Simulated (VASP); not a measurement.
# WS2 (P1) in VASP: single point with PBEsol

Aim: the single point of WS2 with PBEsol.

All numbers are computed with VASP 6.6.1; they aren't measurements. Logs are shortened: lines on timing, memory, paths and dates and some standing lists are left out, and cuts for length are marked.

### Step 1. The cell of the first run

The typed cell holds 9 atoms: a = 3.158 Å, b = 3.158 Å, c = 18.501 Å, α = 89.02°, β = 88.04°, γ = 60.00°.

### Step 2. Single point, PBEsol

The input, INCAR:

```
ALGO = Normal
EDIFF = 1E-6
ENCUT = 520
GGA = PS
ISIF = 2
ISMEAR = 0
LASPH = T
LCHARG = F
LREAL = F
LWAVE = F
NBANDS = 49
NELM = 100
PREC = Accurate
SIGMA = 0.05
```

The input, KPOINTS:

```
k-points
0
Gamma
  10 10 2
```

The input, POSCAR:

```
WS2
1.0
   -1.5790003843     -2.7349088907      0.0000000000
    1.5790003843     -2.7349088907      0.0000000000
   -0.3158000769     -0.5469817781     18.4899900000
W S
3 6
Direct
   -0.1419000000      0.0000000000      0.7095000000
    0.3247666667      0.3333333333      0.0428333333
    0.5914333333      0.6666666667      0.3761666667
    0.9080400000      1.0000000000      0.4598000000
    0.1747066667      0.3333333333      0.7931333333
    0.6413733333      0.6666666667      0.1264666667
    0.9419000000      1.0000000000      0.2905000000
    0.2085666667      0.3333333333      0.6238333333
    0.4752333333      0.6666666667      0.9571666667
```

Potentials or basis: VASP PAW PBE potentials, release 64 (W_sv, S).

Run with:

```sh
cat potpaw_PBE.64/W_sv/POTCAR potpaw_PBE.64/S/POTCAR > POTCAR
mpirun -np 1 vasp_std > vasp.out
```

OUTCAR:

```text
EDIFF = 1E-6
   ENCUT = 520
   GGA = PS
   ISIF = 2
   ISMEAR = 0
   LASPH = T
   LREAL = F
   NELM = 100
   PREC = Accurate

 ion  position               nearest neighbor table
   1  0.858  0.000  0.709-   5 2.39   5 2.39   5 2.39   8 2.42   8 2.42   8 2.42
   2  0.325  0.333  0.043-   9 2.06   6 2.39   6 2.39   6 2.39   9 2.50   9 2.87
   3  0.591  0.667  0.376-   4 2.39   4 2.39   4 2.39   7 2.42   7 2.42   7 2.42
   4  0.908  0.000  0.460-   3 2.39   3 2.39   3 2.39
   5  0.175  0.333  0.793-   1 2.39   1 2.39   1 2.39
   6  0.641  0.667  0.126-   2 2.39   2 2.39   2 2.39
   7  0.942  0.000  0.291-   3 2.42   3 2.42   3 2.42
   8  0.209  0.333  0.624-   1 2.42   1 2.42   1 2.42
   9  0.475  0.667  0.957-   2 2.06   2 2.50   2 2.87

  LATTYP: Found a base centered monoclinic cell.
 ALAT       =     3.1580007685
 B/A-ratio  =     1.7320508076
 C/A-ratio  =     5.8583818168
 COS(beta)  =    -0.0341391200

  Lattice vectors:

 A1 = (   3.1580007686,   0.0000000000,   0.0000000000)
 A2 = (  -1.5790003843,   2.7349088907,   0.0000000000)
 A3 = (  -0.3158000769,  -0.5469817781,  18.4899900000)

Analysis of symmetry for initial positions (statically):
=====================================================================
 Subroutine PRICEL returns:
 Original cell was already a primitive cell.

 Routine SETGRP: Setting up the symmetry group for a
 base centered monoclinic supercell.

 Subroutine GETGRP returns: Found  1 space group operations
 (whereof  1 operations were pure point group operations)
 out of a pool of  4 trial point group operations.

The static configuration has the point symmetry C_1 .

Analysis of symmetry for dynamics (positions and initial velocities):
=====================================================================
 Subroutine PRICEL returns:
 Original cell was already a primitive cell.

 Routine SETGRP: Setting up the symmetry group for a
 base centered monoclinic supercell.

 Subroutine GETGRP returns: Found  1 space group operations
 (whereof  1 operations were pure point group operations)
 out of a pool of  4 trial point group operations.

The dynamic configuration has the point symmetry C_1 .

 Subroutine INISYM returns: Found  1 space group operations
 (whereof  1 operations are pure point group operations),
 and found     1 'primitive' translations

----------------------------------------------------------------------------------------

                                     Primitive cell

  volume of cell :     159.6952

  direct lattice vectors                    reciprocal lattice vectors
    -1.579000384 -2.734908891  0.000000000    -0.316656034 -0.182821447 -0.010816664
     1.579000384 -2.734908891  0.000000000     0.316656034 -0.182821447  0.000000000
    -0.315800077 -0.546981778 18.489990000     0.000000000  0.000000000  0.054083318

  length of vectors
     3.158000769  3.158000769 18.500774280     0.365802851  0.365642893  0.054083318

  position of ions in fractional coordinates (direct lattice)
     0.858100000  0.000000000  0.709500000
     0.324766667  0.333333333  0.042833333
     0.591433333  0.666666667  0.376166667
     0.908040000  0.000000000  0.459800000
     0.174706667  0.333333333  0.793133333
     0.641373333  0.666666667  0.126466667
     0.941900000  0.000000000  0.290500000
     0.208566667  0.333333333  0.623833333
     0.475233333  0.666666667  0.957166667

  ion indices of the primitive-cell ions
   primitive index   ion index
                 1           1
                 2           2
                 3           3
                 4           4
                 5           5
                 6           6
                 7           7
                 8           8
                 9           9

----------------------------------------------------------------------------------------

 KPOINTS: k-points

Automatic generation of k-mesh.
 Grid dimensions read from file:
 generate k-points for:   10   10    2

 Generating k-lattice:

  Cartesian coordinates                     Fractional coordinates (reciprocal lattice)
    -0.031665603 -0.018282145 -0.001081666     0.100000000  0.000000000  0.000000000
     0.031665603 -0.018282145  0.000000000     0.000000000  0.100000000 -0.000000000
     0.000000000  0.000000000  0.027041659     0.000000000  0.000000000  0.500000000

  Length of vectors
     0.036580285  0.036564289  0.027041659

  Shift w.r.t. Gamma in fractional coordinates (k-lattice)
     0.000000000  0.000000000  0.000000000

 Subroutine IBZKPT returns following result:
 ===========================================

 Found    104 irreducible k-points:

 Following reciprocal coordinates:
            Coordinates               Weight
  0.000000  0.000000  0.000000      1.000000
  0.100000 -0.000000  0.000000      2.000000
 -0.100000 -0.100000  0.000000      2.000000
  0.200000 -0.000000  0.000000      2.000000
 -0.200000 -0.200000  0.000000      2.000000
  0.300000  0.000000  0.000000      2.000000
[... 16 lines left out ...]
  0.300000  0.400000  0.000000      2.000000
 -0.200000  0.100000 -0.000000      2.000000
 [... further k-points ...]
   k-points           NKPTS =    104   k-points in BZ     NKDIM =    104   number of bands    NBANDS=     49
   number of dos      NEDOS =    301   number of ions     NIONS =      9
   total plane-waves  NPLWV =  80640
   dimension x,y,z NGX =    24 NGY =   24 NGZ =  140
   dimension x,y,z NGXF=    48 NGYF=   48 NGZF=  280
   ions per type =               3   6
   NGX,Y,Z   is equivalent  to a cutoff of  12.63, 12.63, 12.58 a.u.
   NGXF,Y,Z  is equivalent  to a cutoff of  25.27, 25.27, 25.16 a.u.
 SYSTEM =  unknown system
   PREC   = accura    normal or accurate (medium, high low for compatibility)
   ISTART =      0    job   : 0-new  1-cont  2-samecut
   ICHARG =      2    charge: 1-file 2-atom 10-const
   ISPIN  =      1    spin polarized calculation?
   LNONCOLLINEAR =      F non collinear calculations
   LSORBIT =      F    spin-orbit coupling
   LASPH  =      T    aspherical Exc in radial PAW
   ENCUT  =  520.0 eV  38.22 Ry    6.18 a.u.   5.87  5.87 34.40*2*pi/ulx,y,z
   NELM   =    100;   NELMIN=  2; NELMDL= -5     # of ELM steps
   EDIFF  = 0.1E-05   stopping-criterion for ELM
   LREAL  =      F    real-space projection
   EDIFFG = 0.1E-04   stopping-criterion for IOM
   NSW    =      0    number of steps for IOM
   IBRION =     -1    ionic relax: 0-MD 1-quasi-New 2-CG
   NFREE  =      0    steps in history (QN), initial steepest desc. (CG)
   ISIF   =      2    stress and relaxation
   ISYM   =      2    0-nonsym 1-usesym 2-fastsym
   POTIM  = 0.5000    time-step for ionic-motion
   TEBEG  =    0.0;   TEEND  =   0.0 temperature during run
   PSTRESS=    0.0 pullay stress
   NELECT =      78.0000    total number of electrons
   NUPDOWN=      -1.0000    fix difference up-down
   EMIN   =  10.00;   EMAX   =-10.00  energy-range for DOS
   EFERMI =   0.00;   METHOD = LEGACY
   ISMEAR =     0;   SIGMA  =   0.05  broadening in eV -4-tet -1-fermi 0-gaus
   EFERMI_NEDOS =   21; number of points for ismear=-14 and -15
   IALGO  =     38    algorithm
   IMIX   =      4    mixing-type and parameters
     AMIX     =   0.40;   BMIX     =  1.00
     AMIX_MAG =   1.60;   BMIX_MAG =  1.00
  volume/ion in A,a.u.               =      17.74       119.74
  Fermi-wavevector in a.u.,A,eV,Ry     =   1.289266  2.436359 22.615688  1.662206
  Thomas-Fermi vector in A             =   2.421169
   LORBIT       =      0    0 simple, 1 ext, 2 COOP (PROOUT), +10 PAW based schemes
   GGA     = PS    functional components
   LHFCALC =     F    Hartree Fock is set to
   AEXX    =    0.0000 exact exchange contribution
   IVDW    =     0    specifies the selected vdW correction
   LEPSILON=     F    determine dielectric tensor
   LRPA    =     F    only Hartree local field effects (RPA)
 non-spin polarized calculation
 Gauss-broadening in eV      SIGMA  =   0.05
  energy-cutoff  :      520.00
  volume of cell :      159.70
 maximum number of plane-waves:      4328
   NGX = 11   NGY = 11   NGZ = 69

 number of electron      78.0000000 magnetization

 Free energy of the ion-electron system (eV)
  ---------------------------------------------------
  ext. energy  EPLUGINS =         0.00000000
  ---------------------------------------------------
  free energy    TOTEN  =       -73.94046129 eV

  energy without entropy =      -73.94043841  energy(sigma->0) =      -73.94044985

 E-fermi :   7.4547     XC(G=0): -11.1101

 val. band max:        7.3625499563   @ k =   0.0000   0.5000   0.0000
 cond. band min:       7.5398495468   @ k =   0.0000   0.0000   0.0000
 fundamental gap:      0.1772995905
 Fermi energy:         7.4546572654

 k-point     1 :       0.0000    0.0000    0.0000
  band No.  band energies     occupation
      1     -67.2199      2.00000
      2     -67.2080      2.00000
      3     -67.0503      2.00000
      4     -31.5130      2.00000
      5     -31.4900      2.00000
      6     -31.4782      2.00000
[... 41 lines left out ...]
     48       9.8898      0.00000
     49       9.8972      0.00000

 k-point     2 :       0.1000   -0.0000    0.0000
  band No.  band energies     occupation
      1     -67.2180      2.00000
      2     -67.2061      2.00000
      3     -67.0485      2.00000
      4     -31.5085      2.00000
      5     -31.4835      2.00000
      6     -31.4717      2.00000
[... 41 lines left out ...]
     48       9.9573      0.00000
     49      10.0053      0.00000

 k-point     3 :      -0.1000   -0.1000    0.0000
  band No.  band energies     occupation
      1     -67.2180      2.00000
      2     -67.2061      2.00000
      3     -67.0484      2.00000
      4     -31.5102      2.00000
      5     -31.4835      2.00000
      6     -31.4717      2.00000
[... 1081 lines left out ...]
     48      10.4912      0.00000
     49      11.3935      0.00000

 k-point    24 :      -0.2000    0.1000   -0.0000
  band No.  band energies     occupation
      1     -67.2095      2.00000
      2     -67.1976      2.00000
      3     -67.0400      2.00000
      4     -31.5000      2.00000
      5     -31.4948      2.00000
      6     -31.4885      2.00000
[... 41 lines left out ...]
     48      10.5259      0.00000
     49      11.0473      0.00000

 [... further k-points ...]
[... 5 lines left out ...]
  --------------------------------------------------------------------------------------
  -------------------------------------------------------------------------------------
  Total        0.2825298      2.9390320      7.6282188     -1.4719883      9.4445358      0.0700245
  in kB        2.8345430     29.4864931     76.5318040    -14.7680507     94.7544096      0.7025360
  external PRESSURE =      36.2842801 kB  Pullay stress =       0.0000000 kB

 VOLUME and BASIS-vectors are now :
 -----------------------------------------------------------------------------
  energy-cutoff  :      520.00
  volume of cell :      159.70
      direct lattice vectors                 reciprocal lattice vectors
    -1.579000384 -2.734908891  0.000000000    -0.316656034 -0.182821447 -0.010816664
     1.579000384 -2.734908891  0.000000000     0.316656034 -0.182821447  0.000000000
    -0.315800077 -0.546981778 18.489990000     0.000000000  0.000000000  0.054083318

 POSITION                                       TOTAL-FORCE (eV/Angst)
 -----------------------------------------------------------------------------------
     -1.57900     -2.73491     13.11865        -0.003683     -0.006547     -0.592734
     -0.00000     -1.82327      0.79199         0.987653      5.404480      4.105874
      0.00000     -3.64655      6.95532         0.000557      0.001861     -0.606506
     -1.57900     -2.73491      8.50170        -0.000743      0.000382      0.252407
     -0.00000     -1.82327     14.66503         0.002617     -0.005790      0.263166
      0.00000     -3.64655      2.33837        -0.479672      0.250643      0.278266
     -1.57900     -2.73491      5.37134        -0.001593      0.004529      0.347598
     -0.00000     -1.82327     11.53467        -0.001612     -0.000910      0.346771
      0.00000     -3.64655     17.69800        -0.503526     -5.648648     -4.394844
 -----------------------------------------------------------------------------------
    total drift:                               -0.000226     -0.000134      0.000143

  FREE ENERGIE OF THE ION-ELECTRON SYSTEM (eV)
  ---------------------------------------------------
  free  energy   TOTEN  =       -73.9404612883 eV

  energy  without entropy=      -73.9404384076  energy(sigma->0) =      -73.94044985
```

Run time: 15 min. Hardware: 1 thread of Oxide Virtual Turin-like, shared host; peak memory 0.64 GiB.

What came out:

| Property | Result |
| --- | --- |
| Free energy | -73.9405 eV |
| Pressure | 3.6 GPa |
| Largest force | 7.175 eV/Å |
| Band gap on the k mesh | 0.18 eV (least direct gap 0.19 eV) |

Forces in eV/Å, atoms in the order of the input:
```
W   -0.004 -0.007 -0.593
W    0.988  5.404  4.106
W    0.001  0.002 -0.607
S   -0.001  0.000  0.252
S    0.003 -0.006  0.263
S   -0.480  0.251  0.278
S   -0.002  0.005  0.348
S   -0.002 -0.001  0.347
S   -0.504 -5.649 -4.395
```

Stress tensor (GPa, compression positive):
```
 0.28 -1.48  0.07
-1.48  2.95  9.48
 0.07  9.48  7.65
```

Levels at points of the mesh, in eV from the valence-band top:
| k point | band 37 | band 38 | band 39 | band 40 | band 41 | band 42 |
| --- | --- | --- | --- | --- | --- | --- |
| (0.00, 0.00, 0.00) | -0.60 | -0.24 | -0.01 | 0.18 | 1.74 | 2.23 |
| (0.50, 0.00, 0.00) | -1.64 | -1.59 | -0.40 | 2.04 | 2.24 | 2.28 |
| (0.50, 0.50, 0.00) | -1.67 | -1.57 | -0.88 | 2.12 | 2.28 | 2.30 |
| (0.00, 0.50, 0.00) | -1.67 | -1.58 | 0.00 | 1.17 | 2.28 | 2.30 |
| (0.00, 0.00, 0.50) | -0.71 | -0.29 | -0.02 | 0.19 | 1.74 | 2.23 |
| (0.50, 0.00, 0.50) | -1.68 | -1.57 | -0.40 | 2.04 | 2.25 | 2.28 |
| (0.50, 0.50, 0.50) | -1.65 | -1.58 | -0.88 | 2.12 | 2.28 | 2.31 |
| (0.00, 0.50, 0.50) | -1.67 | -1.58 | 0.00 | 1.17 | 2.28 | 2.30 |

Caveat: the cell stands under pressure; the PAW data sets were made with another functional, which shifts forces and pressure a little; spin-orbit coupling is left out, which moves the levels of the heavy elements.
